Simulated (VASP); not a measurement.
# La (P6_3/mmc) in VASP: further runs, part 2 of 3

VASP 6.6.1. The steps go on from the part before.

## (3) Single point, PBEsol

INCAR reads:

```
SYSTEM = La
PREC = Accurate
ENCUT = 520
EDIFF = 1E-6
ISMEAR = -1
SIGMA = 0.08
LREAL = .False.
LASPH = .True.
NELM = 100
ALGO = Normal
ISIF = 2
LWAVE = .False.
LCHARG = .True.
GGA = PS
LELF = .True.
LVHAR = .True.
NBANDS = 18
```

KPOINTS reads:

```
Automatic mesh
0
Gamma
  14 14 8
  0 0 0
```

POSCAR reads:

```
La
1.0
    3.1841547030      0.0000000000      0.0000000000
   -1.5920773515      2.7575588624      0.0000000000
    0.0000000000      0.0000000000      5.3585390535
La
2
Direct
    0.3333333333      0.6666666667      0.2500000000
    0.6666666667      0.3333333333      0.7500000000
```

Potentials or basis: VASP PAW PBE potentials, release 64 (La).

Started as:

```
cat potpaw_PBE.64/La/POTCAR > POTCAR
mpirun -np 1 vasp_std > vasp.out
```

OUTCAR:

```text
SYSTEM = La
   PREC = Accurate
   ENCUT = 520
   EDIFF = 1E-6
   ISMEAR = -1
   LREAL = .False.
   LASPH = .True.
   NELM = 100
   ISIF = 2
   GGA = PS

 ion  position               nearest neighbor table
   1  0.333  0.667  0.250-   2 3.25   2 3.25   2 3.25   2 3.25   2 3.25   2 3.25
   2  0.667  0.333  0.750-   1 3.25   1 3.25   1 3.25   1 3.25   1 3.25   1 3.25

  LATTYP: Found a hexagonal cell.
 ALAT       =     3.1841547030
 C/A-ratio  =     1.6828764785

  Lattice vectors:

 A1 = (   3.1841547030,   0.0000000000,   0.0000000000)
 A2 = (  -1.5920773515,   2.7575588624,   0.0000000000)
 A3 = (   0.0000000000,   0.0000000000,   5.3585390535)

Analysis of symmetry for initial positions (statically):
=====================================================================
 Subroutine PRICEL returns:
 Original cell was already a primitive cell.

 Routine SETGRP: Setting up the symmetry group for a
 hexagonal supercell.

 Subroutine GETGRP returns: Found 24 space group operations
 (whereof 12 operations were pure point group operations)
 out of a pool of 24 trial point group operations.

The static configuration has the point symmetry D_3d.
 The point group associated with its full space group is D_6h.

Analysis of symmetry for dynamics (positions and initial velocities):
=====================================================================
 Subroutine PRICEL returns:
 Original cell was already a primitive cell.

 Routine SETGRP: Setting up the symmetry group for a
 hexagonal supercell.

 Subroutine GETGRP returns: Found 24 space group operations
 (whereof 12 operations were pure point group operations)
 out of a pool of 24 trial point group operations.

[... 107 lines left out ...]
   ISIF   =      2    stress and relaxation
   ISYM   =      2    0-nonsym 1-usesym 2-fastsym
   POTIM  = 0.5000    time-step for ionic-motion
   TEBEG  =    0.0;   TEEND  =   0.0 temperature during run
   PSTRESS=    0.0 pullay stress
   NELECT =      22.0000    total number of electrons
   NUPDOWN=      -1.0000    fix difference up-down
   EMIN   =  10.00;   EMAX   =-10.00  energy-range for DOS
   EFERMI =   0.00;   METHOD = LEGACY
   ISMEAR =    -1;   SIGMA  =   0.08  broadening in eV -4-tet -1-fermi 0-gaus
   EFERMI_NEDOS =   21; number of points for ismear=-14 and -15
   IALGO  =     38    algorithm
   IMIX   =      4    mixing-type and parameters
     AMIX     =   0.40;   BMIX     =  1.00
     AMIX_MAG =   1.60;   BMIX_MAG =  1.00
  volume/ion in A,a.u.               =      23.53       158.76
  Fermi-wavevector in a.u.,A,eV,Ry     =   1.270654  2.401188 21.967441  1.614561
  Thomas-Fermi vector in A             =   2.403630
   LORBIT       =      0    0 simple, 1 ext, 2 COOP (PROOUT), +10 PAW based schemes
   GGA     = PS    functional components
   LHFCALC =     F    Hartree Fock is set to
   AEXX    =    0.0000 exact exchange contribution
   IVDW    =     0    specifies the selected vdW correction
   LEPSILON=     F    determine dielectric tensor
   LRPA    =     F    only Hartree local field effects (RPA)
 non-spin polarized calculation
  energy-cutoff  :      520.00
  volume of cell :       47.05
 maximum number of plane-waves:      1286
 NGX is ok and might be reduce to    24

 number of electron      21.9999998 magnetization

 Free energy of the ion-electron system (eV)
  ---------------------------------------------------
  ext. energy  EPLUGINS =         0.00000000
  ---------------------------------------------------
  free energy    TOTEN  =        -9.76607642 eV

  energy without entropy =       -9.71933557  energy(sigma->0) =       -9.74270600

 E-fermi :  13.0938     XC(G=0): -11.7169

 val. band max:       13.0807716590   @ k =   0.2857   0.2143   0.5000
 cond. band min:      13.0948431260   @ k =   0.1429   0.0000   0.0000
 fundamental gap:      0.0140714670
 Fermi energy:        13.0938371773

 k-point     1 :       0.0000    0.0000    0.0000
  band No.  band energies     occupation
      1     -19.8512      2.00000
      2     -18.9347      2.00000
      3      -5.3480      2.00000
      4      -1.3181      2.00000
      5      -1.3181      2.00000
      6      -1.0260      2.00000
[... 481 lines left out ...]
      5      -3.8140      2.00000
      6      -3.0611      2.00000
[... 10 lines left out ...]
     17      15.6095      0.00000
     18      15.8572      0.00000

 [... further k-points ...]
[... 5 lines left out ...]
  --------------------------------------------------------------------------------------
  -------------------------------------------------------------------------------------
  Total        5.0671319      5.0671319      5.0810759      0.0000000     -0.0000000      0.0000000
  in kB      172.5470102    172.5470102    173.0218349      0.0000000     -0.0000000      0.0000000
  external PRESSURE =     172.7052851 kB  Pullay stress =       0.0000000 kB

 VOLUME and BASIS-vectors are now :
 -----------------------------------------------------------------------------
  energy-cutoff  :      520.00
  volume of cell :       47.05
      direct lattice vectors                 reciprocal lattice vectors
     3.184154703  0.000000000  0.000000000     0.314055093  0.181319792  0.000000000
    -1.592077351  2.757558862  0.000000000     0.000000000  0.362639584  0.000000000
     0.000000000  0.000000000  5.358539054     0.000000000  0.000000000  0.186618030

 POSITION                                       TOTAL-FORCE (eV/Angst)
 -----------------------------------------------------------------------------------
     -0.00000      1.83837      1.33963        -0.000000     -0.000000      0.000000
      1.59208      0.91919      4.01890         0.000000      0.000000      0.000000
 -----------------------------------------------------------------------------------
    total drift:                               -0.000000      0.000000     -0.000000

  FREE ENERGIE OF THE ION-ELECTRON SYSTEM (eV)
  ---------------------------------------------------
  free  energy   TOTEN  =        -9.7660764218 eV

  energy  without entropy=       -9.7193355733  energy(sigma->0) =       -9.74270600
```

stdout:

```text
POSCAR found type information on POSCAR La
 POSCAR found :  1 types and       2 ions
 scaLAPACK will be used
 -----------------------------------------------------------------------------
|                                                                             |
|                                                                             |
|     You enforced a specific xc type in the INCAR file but a different       |
|     I HOPE YOU KNOW WHAT YOU ARE DOING!                                     |
|                                                                             |
 -----------------------------------------------------------------------------

 LDA part: xc-table for (Slater+PW92), standard interpolation
 POSCAR, INCAR and KPOINTS ok, starting setup
 FFT: planning ... GRIDC
 FFT: planning ... GRID_SOFT
 FFT: planning ... GRID
 WAVECAR not read
 entering main loop
```

Wall time 58 s (1 thread of Intel Xeon 6975P-C (Granite Rapids), shared host); peak memory 0.24 GiB.

Results:

| Quantity | Value |
| --- | --- |
| Free energy | -9.7661 eV |
| Pressure | 17.3 GPa |
| Band gap on the k mesh | zero (band 11 reaches 14.24 eV, above the bottom of band 12 at 11.62 eV) |

Caveat: the PAW data sets were made with another functional, which shifts forces and pressure a little; spin-orbit coupling is left out, which moves the levels of the heavy elements.

## (4) Single point, PBEsol

This run uses another cell than the first one: it holds 4 atoms, not 2.

INCAR reads:

```
SYSTEM = La
PREC     = Accurate       ! precision mode
ENCUT    = 520            ! plane-wave cutoff, eV
EDIFF    = 1E-6           ! SCF threshold, eV
ISMEAR   = -1             ! smearing method
SIGMA    = 0.08           ! smearing width, eV
LREAL    = .FALSE.        ! projectors in reciprocal space
LASPH    = .TRUE.         ! aspherical terms in the spheres
NELM     = 100            ! most SCF steps
ALGO     = Normal         ! electronic algorithm
ISIF     = 2              ! what is computed and relaxed
LWAVE    = .FALSE.        ! write WAVECAR
LCHARG   = .FALSE.        ! write CHGCAR
GGA      = PS             ! functional
NBANDS   = 30             ! bands
```

KPOINTS reads:

```
regular mesh
0
G
  11 11 3
  0 0 0
```

POSCAR reads:

```
La
1.0
    3.2266099960      0.0000000000      0.0000000000
   -1.6133049980      2.7943262246      0.0000000000
    0.0000000000      0.0000000000     10.4597720830
La
4
Direct
    0.0000000000      0.0000000000      0.0000000000
    0.0000000000      0.0000000000      0.5000000000
    0.3333333333      0.6666666667      0.2500000000
    0.6666666667      0.3333333333      0.7500000000
```

Started as:

```
cat potpaw_PBE.64/La/POTCAR > POTCAR
mpirun -np 1 vasp_std > vasp.out
```

It took 77 s on 1 thread of Intel Xeon 6975P-C (Granite Rapids), shared host; peak memory 0.24 GiB.

The run converged. Its results:

```yaml
Free_energy: -19.6523 eV
Pressure: 17.3 GPa
Band_gap_on_the_k_mesh: zero (band 22 reaches 14.33 eV, above the bottom of band 23 at 12.79 eV)
```

Stress tensor (GPa, compression positive):
```
17.38  0.00  0.00
 0.00 17.38  0.00
 0.00  0.00 17.29
```

Levels at points of the mesh, in eV from the Fermi level:
```tsv
k point	band 18	band 19	band 20	band 21	band 22	band 23	band 24	band 25	band 26	band 27
(0.00, 0.00, 0.00)	-2.04	-1.51	-1.38	1.06	1.19	1.20	1.22	1.22	1.39	1.39
```

Caveat: the PAW data sets were made with another functional, which shifts forces and pressure a little; spin-orbit coupling is left out, which moves the levels of the heavy elements.

## (5) Single point, PBEsol

This run uses another cell than the first one: it holds 4 atoms, not 2.

INCAR reads:

```
  ALGO = Normal
  EDIFF = 1E-6
  ENCUT = 520
  GGA = PS
  ISIF = 2
  ISMEAR = -1
  LASPH = True
  LCHARG = False
  LREAL = False
  LWAVE = False
  NBANDS = 30
  NELM = 60
  PREC = Accurate
  SIGMA = 0.08
```

KPOINTS reads:

```
k-points
0
Gamma
  11 11 3
```

POSCAR is that of step 4.

Started as:

```
cat potpaw_PBE.64/La/POTCAR > POTCAR
mpirun -np 1 vasp_std > vasp.out
```

It took 64 s on 1 thread of Intel Xeon 6975P-C (Granite Rapids), shared host; peak memory 0.24 GiB.

The run converged. Its results:

- Free energy: -19.6523 eV
- Pressure: 17.3 GPa
- Band gap on the k mesh: zero (band 22 reaches 14.33 eV, above the bottom of band 23 at 12.79 eV)

Stress tensor (GPa, compression positive):
```
17.38  0.00  0.00
 0.00 17.38  0.00
 0.00  0.00 17.29
```

Levels at points of the mesh, in eV from the Fermi level:
| k point | band 18 | band 19 | band 20 | band 21 | band 22 | band 23 | band 24 | band 25 | band 26 | band 27 |
| --- | --- | --- | --- | --- | --- | --- | --- | --- | --- | --- |
| (0.00, 0.00, 0.00) | -2.04 | -1.51 | -1.38 | 1.06 | 1.19 | 1.20 | 1.22 | 1.22 | 1.39 | 1.39 |

Caveat: the PAW data sets were made with another functional, which shifts forces and pressure a little; spin-orbit coupling is left out, which moves the levels of the heavy elements.

[end of part 2 of 3]
